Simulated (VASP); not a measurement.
# ZnS (F-43m) in VASP: a series of runs

ZnS is run at these levels: PBE+D4, r2SCAN+rVV10; tasks: single point.

All numbers are computed with VASP 6.6.1; they aren't measurements. Logs are shortened: lines on timing, memory, paths and dates and some standing lists are left out, and cuts for length are marked.

**What was measured.**

From “Electronic, vibrational, and thermodynamic properties of ZnS (zincblende and rocksalt structure)”, 2009, arxiv:0911.5022, for a bulk crystal of ZnS at 19 K: band gap 3.85 eV (direct).

How close the calculation comes is told below.

## (1) The cell of the first run

It takes space group F-43m (No. 216, cubic). The conventional cell has a = 5.378 Å, b = 5.378 Å, c = 5.378 Å, α = 90.00°, β = 90.00°, γ = 90.00°. Zn (site symmetry -43m) has 4 S at 2.33 Å within 3.1 Å. S (site symmetry -43m) has 4 Zn at 2.33 Å within 3.1 Å.

## (2) Single point, PBE+D4

INCAR

```
SYSTEM = ZnS
PREC = Accurate ; ENCUT = 520
EDIFF = 1E-7 ; ISMEAR = -1
SIGMA = 0.2 ; LREAL = .FALSE.
LASPH = .TRUE. ; NELM = 60
ALGO = Normal ; ISIF = 2
LWAVE = .FALSE. ; LCHARG = .FALSE.
GGA = PE ; IVDW = 13
NBANDS = 16
```

KPOINTS

```
Automatic mesh
0
G
  7 7 7
  0 0 0
```

POSCAR

```
ZnS
1.0
    0.0000000000      2.6888034262      2.6888034262
    2.6888034262      0.0000000000      2.6888034262
    2.6888034262      2.6888034262      0.0000000000
Zn S
1 1
Direct
    0.2500000000      0.2500000000      0.2500000000
    0.0000000000      0.0000000000      0.0000000000
```

Potentials or basis: VASP PAW PBE potentials, release 64 (Zn, S).

On the command line:

```bash
$ cat potpaw_PBE.64/Zn/POTCAR potpaw_PBE.64/S/POTCAR > POTCAR
$ mpirun -np 1 vasp_std > vasp.out
```

OUTCAR:

```text
SYSTEM = ZnS
   PREC = Accurate
   ENCUT = 520
   EDIFF = 1E-7
   ISMEAR = -1
   LREAL = .FALSE.
   LASPH = .TRUE.
   NELM = 60
   ISIF = 2
   GGA = PE
   IVDW = 13

 ion  position               nearest neighbor table
   1  0.250  0.250  0.250-   2 2.33   2 2.33   2 2.33   2 2.33
   2  0.000  0.000  0.000-   1 2.33   1 2.33   1 2.33   1 2.33

  LATTYP: Found a face centered cubic cell.
 ALAT       =     5.3776068524

  Lattice vectors:

 A1 = (   0.0000000000,   2.6888034262,   2.6888034262)
 A2 = (   2.6888034262,   0.0000000000,   2.6888034262)
 A3 = (   2.6888034262,   2.6888034262,   0.0000000000)

Analysis of symmetry for initial positions (statically):
=====================================================================
 Subroutine PRICEL returns:
 Original cell was already a primitive cell.

 Routine SETGRP: Setting up the symmetry group for a
 face centered cubic supercell.

 Subroutine GETGRP returns: Found 24 space group operations
 (whereof 24 operations were pure point group operations)
 out of a pool of 48 trial point group operations.

The static configuration has the point symmetry T_d .

Analysis of symmetry for dynamics (positions and initial velocities):
=====================================================================
 Subroutine PRICEL returns:
 Original cell was already a primitive cell.

 Routine SETGRP: Setting up the symmetry group for a
 face centered cubic supercell.

 Subroutine GETGRP returns: Found 24 space group operations
 (whereof 24 operations were pure point group operations)
 out of a pool of 48 trial point group operations.

The dynamic configuration has the point symmetry T_d .

 Subroutine INISYM returns: Found 24 space group operations
 (whereof 24 operations are pure point group operations),
 and found     1 'primitive' translations

----------------------------------------------------------------------------------------

                                     Primitive cell

  volume of cell :      38.8783

  direct lattice vectors                    reciprocal lattice vectors
     0.000000000  2.688803426  2.688803426    -0.185956324  0.185956324  0.185956324
     2.688803426  0.000000000  2.688803426     0.185956324 -0.185956324  0.185956324
     2.688803426  2.688803426  0.000000000     0.185956324  0.185956324 -0.185956324

  length of vectors
     3.802542272  3.802542272  3.802542272     0.322085800  0.322085800  0.322085800

  position of ions in fractional coordinates (direct lattice)
     0.250000000  0.250000000  0.250000000
     0.000000000  0.000000000  0.000000000

  ion indices of the primitive-cell ions
   primitive index   ion index
                 1           1
                 2           2

----------------------------------------------------------------------------------------

 KPOINTS: Automatic mesh

Automatic generation of k-mesh.
 Grid dimensions read from file:
 generate k-points for:    7    7    7

 Generating k-lattice:

  Cartesian coordinates                     Fractional coordinates (reciprocal lattice)
    -0.026565189  0.026565189  0.026565189     0.142857143  0.000000000  0.000000000
     0.026565189 -0.026565189  0.026565189     0.000000000  0.142857143  0.000000000
     0.026565189  0.026565189 -0.026565189     0.000000000  0.000000000  0.142857143

  Length of vectors
     0.046012257  0.046012257  0.046012257

  Shift w.r.t. Gamma in fractional coordinates (k-lattice)
     0.000000000  0.000000000  0.000000000

 Subroutine IBZKPT returns following result:
 ===========================================

 Found     20 irreducible k-points:

 Following reciprocal coordinates:
            Coordinates               Weight
  0.000000  0.000000  0.000000      1.000000
  0.142857  0.000000  0.000000      8.000000
  0.285714  0.000000  0.000000      8.000000
  0.428571  0.000000  0.000000      8.000000
  0.142857  0.142857  0.000000      6.000000
  0.285714  0.142857  0.000000     24.000000
[... 12 lines left out ...]
 -0.428571  0.428571  0.142857     24.000000
 -0.285714  0.428571  0.142857     24.000000
   k-points           NKPTS =     20   k-points in BZ     NKDIM =     20   number of bands    NBANDS=     16
   number of dos      NEDOS =    301   number of ions     NIONS =      2
   total plane-waves  NPLWV =  21952
   dimension x,y,z NGX =    28 NGY =   28 NGZ =   28
   dimension x,y,z NGXF=    56 NGYF=   56 NGZF=   56
   ions per type =               1   1
   NGX,Y,Z   is equivalent  to a cutoff of  12.24, 12.24, 12.24 a.u.
   NGXF,Y,Z  is equivalent  to a cutoff of  24.48, 24.48, 24.48 a.u.
 SYSTEM =  ZnS
   PREC   = accura    normal or accurate (medium, high low for compatibility)
   ISTART =      0    job   : 0-new  1-cont  2-samecut
   ICHARG =      2    charge: 1-file 2-atom 10-const
   ISPIN  =      1    spin polarized calculation?
   LNONCOLLINEAR =      F non collinear calculations
   LSORBIT =      F    spin-orbit coupling
   LASPH  =      T    aspherical Exc in radial PAW
   ENCUT  =  520.0 eV  38.22 Ry    6.18 a.u.   7.07  7.07  7.07*2*pi/ulx,y,z
   NELM   =     60;   NELMIN=  2; NELMDL= -5     # of ELM steps
   EDIFF  = 0.1E-06   stopping-criterion for ELM
   LREAL  =      F    real-space projection
   EDIFFG = 0.1E-05   stopping-criterion for IOM
   NSW    =      0    number of steps for IOM
   IBRION =     -1    ionic relax: 0-MD 1-quasi-New 2-CG
   NFREE  =      0    steps in history (QN), initial steepest desc. (CG)
   ISIF   =      2    stress and relaxation
   ISYM   =      2    0-nonsym 1-usesym 2-fastsym
   POTIM  = 0.5000    time-step for ionic-motion
   TEBEG  =    0.0;   TEEND  =   0.0 temperature during run
   PSTRESS=    0.0 pullay stress
   NELECT =      18.0000    total number of electrons
   NUPDOWN=      -1.0000    fix difference up-down
   EMIN   =  10.00;   EMAX   =-10.00  energy-range for DOS
   EFERMI =   0.00;   METHOD = LEGACY
   ISMEAR =    -1;   SIGMA  =   0.20  broadening in eV -4-tet -1-fermi 0-gaus
   EFERMI_NEDOS =   21; number of points for ismear=-14 and -15
   IALGO  =     38    algorithm
   IMIX   =      4    mixing-type and parameters
     AMIX     =   0.40;   BMIX     =  1.00
     AMIX_MAG =   1.60;   BMIX_MAG =  1.00
  volume/ion in A,a.u.               =      19.44       131.18
  Fermi-wavevector in a.u.,A,eV,Ry     =   1.266475  2.393291 21.823185  1.603959
  Thomas-Fermi vector in A             =   2.399674
   LORBIT       =      0    0 simple, 1 ext, 2 COOP (PROOUT), +10 PAW based schemes
   GGA     = PE    functional components
   LHFCALC =     F    Hartree Fock is set to
   AEXX    =    0.0000 exact exchange contribution
   IVDW    =    13    specifies the selected vdW correction
   LEPSILON=     F    determine dielectric tensor
   LRPA    =     F    only Hartree local field effects (RPA)
 non-spin polarized calculation
  energy-cutoff  :      520.00
  volume of cell :       38.88
 maximum number of plane-waves:      1059
   NGX = 15   NGY = 15   NGZ = 15

 number of electron      18.0000009 magnetization

 Free energy of the ion-electron system (eV)
  ---------------------------------------------------
  ext. energy  EPLUGINS =         0.00000000
  ---------------------------------------------------
  free energy    TOTEN  =        -6.83797029 eV

  energy without entropy =       -6.83765661  energy(sigma->0) =       -6.83781345

 E-fermi :   3.5996     XC(G=0):  -9.6990

 val. band max:        2.2455716287   @ k =   0.0000   0.0000   0.0000
 cond. band min:       4.4246792728   @ k =   0.0000   0.0000   0.0000
 fundamental gap:      2.1791076441
 Fermi energy:         3.5995798809

 k-point     1 :       0.0000    0.0000    0.0000
  band No.  band energies     occupation
      1     -10.9982      2.00000
      2      -4.1534      2.00000
      3      -4.1534      2.00000
      4      -4.1534      2.00000
      5      -3.6376      2.00000
      6      -3.6376      2.00000
[... 8 lines left out ...]
     15      14.0250      0.00000
     16      14.1994      0.00000

 k-point     2 :       0.1429    0.0000    0.0000
  band No.  band energies     occupation
      1     -10.8433      2.00000
      2      -4.1519      2.00000
      3      -4.1257      2.00000
      4      -4.1257      2.00000
      5      -3.6395      2.00000
      6      -3.6395      2.00000
[... 8 lines left out ...]
     15      13.3317      0.00000
     16      15.0476      0.00000

 k-point     3 :       0.2857    0.0000    0.0000
  band No.  band energies     occupation
      1     -10.4581      2.00000
      2      -4.0719      2.00000
      3      -4.0711      2.00000
      4      -4.0711      2.00000
      5      -3.6322      2.00000
      6      -3.6322      2.00000
[... 8 lines left out ...]
     15      13.4234      0.00000
     16      14.3087      0.00000

 k-point     4 :       0.4286    0.0000    0.0000
  band No.  band energies     occupation
      1     -10.1007      2.00000
      2      -4.0386      2.00000
      3      -4.0386      2.00000
      4      -3.7034      2.00000
      5      -3.6106      2.00000
      6      -3.6106      2.00000
[... 8 lines left out ...]
     15      15.0757      0.00000
     16      15.0757      0.00000
[... 248 lines left out ...]
 k-point    18 :      -0.4286    0.2857    0.1429
  band No.  band energies     occupation
      1      -9.8927      2.00000
      2      -4.0251      2.00000
      3      -3.9584      2.00000
      4      -3.7488      2.00000
      5      -3.6190      2.00000
      6      -3.4596      2.00000
[... 8 lines left out ...]
     15      15.5863      0.00000
     16      17.0677      0.00000

 k-point    19 :      -0.4286    0.4286    0.1429
  band No.  band energies     occupation
      1      -9.7788      2.00000
      2      -4.0905      2.00000
      3      -3.8738      2.00000
      4      -3.7869      2.00000
      5      -3.5948      2.00000
      6      -3.4004      2.00000
[... 8 lines left out ...]
     15      16.3134      0.00000
     16      17.1472      0.00000

 k-point    20 :      -0.2857    0.4286    0.1429
  band No.  band energies     occupation
      1      -9.7432      2.00000
      2      -4.0305      2.00000
      3      -3.8821      2.00000
      4      -3.7033      2.00000
      5      -3.6528      2.00000
      6      -3.2619      2.00000
[... 8 lines left out ...]
     15      15.4877      0.00000
     16      17.6754      0.00000

------------------------ aborting loop because EDIFF is reached ----------------------------------------

  DFT-D4 for vdW energy calculation

  Edisp (eV):   -0.62145

  FORCE on cell =-STRESS in cart. coord.  units (eV):
  Direction    XX          YY          ZZ          XY          YZ          ZX
  --------------------------------------------------------------------------------------
  -------------------------------------------------------------------------------------
  Total       0.04515     0.04515     0.04515    -0.00000     0.00000     0.00000
  in kB       1.86083     1.86083     1.86083    -0.00000     0.00000     0.00000
  external pressure =        1.86 kB  Pullay stress =        0.00 kB

 VOLUME and BASIS-vectors are now :
 -----------------------------------------------------------------------------
  energy-cutoff  :      520.00
  volume of cell :       38.88
      direct lattice vectors                 reciprocal lattice vectors
     0.000000000  2.688803426  2.688803426    -0.185956324  0.185956324  0.185956324
     2.688803426  0.000000000  2.688803426     0.185956324 -0.185956324  0.185956324
     2.688803426  2.688803426  0.000000000     0.185956324  0.185956324 -0.185956324

 POSITION                                       TOTAL-FORCE (eV/Angst)
 -----------------------------------------------------------------------------------
      1.34440      1.34440      1.34440        -0.000000     -0.000000     -0.000000
      0.00000      0.00000      0.00000         0.000000      0.000000      0.000000
 -----------------------------------------------------------------------------------
    total drift:                               -0.000001     -0.000001     -0.000001

  FREE ENERGIE OF THE ION-ELECTRON SYSTEM (eV)
  ---------------------------------------------------
  free  energy   TOTEN  =        -7.4594194897 eV

  energy  without entropy=       -7.4591058069  energy(sigma->0) =       -7.45926265
```

Run time: 9.1 s. Hardware: 1 thread of Intel Xeon 6975P-C, shared host; peak memory 0.15 GiB.

What came out:

```yaml
Free_energy: -7.4594 eV
Pressure: 0.2 GPa
Band_gap_on_the_k_mesh: 2.18 eV, direct
Dispersion_energy_per_atom: -0.311 eV
```

## (3) Single point, r2SCAN+rVV10

This run uses another cell than the first one, of 19.34 Å³/atom, 0.995 times its volume.

POSCAR

```
ZnS
1.0
    0.0000000000      2.6840631050      2.6840631050
    2.6840631050      0.0000000000      2.6840631050
    2.6840631050      2.6840631050      0.0000000000
Zn S
1 1
Direct
    0.2500000000      0.2500000000      0.2500000000
    0.0000000000      0.0000000000      0.0000000000
```

INCAR.step1

```
PREC = Accurate
ENCUT = 520
ISMEAR = -1
SIGMA = 0.2
LREAL = F
LASPH = T
NELM = 100
NBANDS = 16
GGA = PE
ALGO = Normal
EDIFF = 1E-4
LWAVE = T
LCHARG = F
```

INCAR.step2

```
PREC = Accurate
ENCUT = 520
EDIFF = 1E-6
ISMEAR = -1
SIGMA = 0.2
LREAL = F
LASPH = T
NELM = 100
ALGO = Normal
ISIF = 2
LWAVE = F
LCHARG = F
METAGGA = R2SCAN
LMIXTAU = T
LUSE_VDW = T
IVDW_NL = 2
BPARAM = 11.95
CPARAM = 0.0093
NBANDS = 16
ISTART = 1
```

KPOINTS

```
regular mesh
0
Gamma
  7 7 7
```

Potentials or basis: VASP PAW PBE potentials, release 64 (Zn, S).

On the command line:

```bash
$ cat potpaw_PBE.64/Zn/POTCAR potpaw_PBE.64/S/POTCAR > POTCAR
$ cp INCAR.step1 INCAR
$ mpirun -np 1 vasp_std > vasp.out
$ cp INCAR.step2 INCAR
$ mpirun -np 1 vasp_std > vasp.out
```

OUTCAR:

```text
PREC = Accurate
   ENCUT = 520
   EDIFF = 1E-6
   ISMEAR = -1
   LREAL = F
   LASPH = T
   NELM = 100
   ISIF = 2
   METAGGA = R2SCAN
   IVDW_NL = 2
   BPARAM = 11.95
   ISTART = 1

 ion  position               nearest neighbor table
   1  0.250  0.250  0.250-   2 2.32   2 2.32   2 2.32   2 2.32
   2  0.000  0.000  0.000-   1 2.32   1 2.32   1 2.32   1 2.32

  LATTYP: Found a face centered cubic cell.
 ALAT       =     5.3681262100

[... 561 lines left out ...]
     16      18.2964      0.00000

------------------------ aborting loop because EDIFF is reached ----------------------------------------

  FORCE on cell =-STRESS in cart. coord.  units (eV):
  Direction    XX          YY          ZZ          XY          YZ          ZX
  --------------------------------------------------------------------------------------
  -------------------------------------------------------------------------------------
  Total        0.0215305      0.0215305      0.0215305      0.0000000      0.0000000      0.0000000
  in kB        0.8919829      0.8919829      0.8919829      0.0000000      0.0000000      0.0000000
  external PRESSURE =       0.8919829 kB  Pullay stress =       0.0000000 kB

 VOLUME and BASIS-vectors are now :
 -----------------------------------------------------------------------------
  energy-cutoff  :      520.00
  volume of cell :       38.67
      direct lattice vectors                 reciprocal lattice vectors
     0.000000000  2.684063105  2.684063105    -0.186284741  0.186284741  0.186284741
     2.684063105  0.000000000  2.684063105     0.186284741 -0.186284741  0.186284741
     2.684063105  2.684063105  0.000000000     0.186284741  0.186284741 -0.186284741

 POSITION                                       TOTAL-FORCE (eV/Angst)
 -----------------------------------------------------------------------------------
      1.34203      1.34203      1.34203        -0.000000      0.000000     -0.000000
      0.00000      0.00000      0.00000         0.000000     -0.000000      0.000000
 -----------------------------------------------------------------------------------
    total drift:                               -0.000011     -0.000011     -0.000011

  FREE ENERGIE OF THE ION-ELECTRON SYSTEM (eV)
  ---------------------------------------------------
  free  energy   TOTEN  =       -18.3592144083 eV

  energy  without entropy=      -18.3591158093  energy(sigma->0) =      -18.35916511
```

OSZICAR.step1:

```text
N       E                     dE             d eps       ncg     rms          rms(c)
DAV:   1     0.805452274167E+02    0.80545E+02   -0.84667E+03   648   0.133E+03
DAV:   2    -0.214839346064E+01   -0.82694E+02   -0.77631E+02   736   0.256E+02
DAV:   3    -0.721359026307E+01   -0.50652E+01   -0.50411E+01   792   0.595E+01
DAV:   4    -0.726208158072E+01   -0.48491E-01   -0.48481E-01   816   0.601E+00
DAV:   5    -0.726255555582E+01   -0.47398E-03   -0.47397E-03   840   0.572E-01    0.712E+00
DAV:   6    -0.685468427823E+01    0.40787E+00   -0.72854E-01   936   0.303E+01    0.555E+00
DAV:   7    -0.683420048303E+01    0.20484E-01   -0.26701E-01   792   0.460E+00    0.281E+00
DAV:   8    -0.683350996355E+01    0.69052E-03   -0.52078E-03   808   0.863E-01    0.750E-01
DAV:   9    -0.683374132123E+01   -0.23136E-03   -0.12496E-03   784   0.279E-01    0.968E-02
DAV:  10    -0.683390546716E+01   -0.16415E-03   -0.21120E-04   784   0.120E-01    0.446E-02
DAV:  11    -0.683389936982E+01    0.60973E-05   -0.30142E-05   384   0.610E-02
   1 F= -.68338994E+01 E0= -.68337506E+01  d E =-.297468E-03
```

Wall time 68 s (1 thread of Intel Xeon 6975P-C, shared host); peak memory 0.26 GiB.

Results:

- Free energy: -18.3592 eV
- Pressure: 0.1 GPa
- Band gap on the k mesh: 2.72 eV, direct

Caveat: the PAW data sets were made with another functional, which shifts forces and pressure a little.

## (4) How close it comes

Step 2. Against the measured gap of ZnS, 3.85 eV (direct; 19 K; quoted in “Electronic, vibrational, and thermodynamic properties of ZnS (zincblende and rocksalt structure)”, 2009, arxiv:0911.5022), the calculated 2.18 eV is off by -1.67 eV. The value is that of PBE+D4, without temperature or zero-point motion. Semilocal functionals fall short of measured gaps as a rule.

Step 3. Against the measured gap of ZnS, 3.85 eV (direct; 19 K; quoted in “Electronic, vibrational, and thermodynamic properties of ZnS (zincblende and rocksalt structure)”, 2009, arxiv:0911.5022), the calculated 2.72 eV is off by -1.13 eV. The value is that of r2SCAN+rVV10, without temperature or zero-point motion.
